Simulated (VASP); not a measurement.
A run of VASP 6.6.1:

INCAR

```
PREC = Accurate ; ENCUT = 520
EDIFF = 1E-6 ; ISMEAR = 0
SIGMA = 0.1 ; LREAL = F
LASPH = T ; NELM = 150
ALGO = Normal ; ISIF = 2
LWAVE = F ; LCHARG = F
ISPIN = 2 ; MAGMOM = 0 0 0.82 0.82 0.82
LORBIT = 11 ; LMAXMIX = 4
GGA = PE ; NBANDS = 33
```

KPOINTS

```
Automatic mesh
0
Gamma
  10 10 10
```

File POSCAR:

```
CdCo3B
1.0
    3.8875643758      0.0000000000      0.0000000000
    0.0000000000      3.8875643758      0.0000000000
    0.0000000000      0.0000000000      3.8875643758
Cd B Co
1 1 3
Direct
    0.0000000000      0.0000000000      0.0000000000
    0.5000000000      0.5000000000      0.5000000000
    0.5000000000      0.5000000000      0.0000000000
    0.5000000000      0.0000000000      0.5000000000
    0.0000000000      0.5000000000      0.5000000000
```

Potentials or basis: VASP PAW PBE potentials, release 64 (Cd, B, Co).

Launch:

```console
$ cat potpaw_PBE.64/Cd/POTCAR potpaw_PBE.64/B/POTCAR potpaw_PBE.64/Co/POTCAR > POTCAR
$ mpirun -np 1 vasp_std > vasp.out
```

Hardware: 1 thread of AMD EPYC 9R45 96-Core Processor (Zen 5), with other jobs on the host.

**Question.** Estimate the wall time of this run.

**Answer.** Wall time 89 s on 1 thread of AMD EPYC 9R45 96-Core Processor (Zen 5), on a shared host, peak memory 0.27 GiB. Counts: scf iterations 14, k points 56.
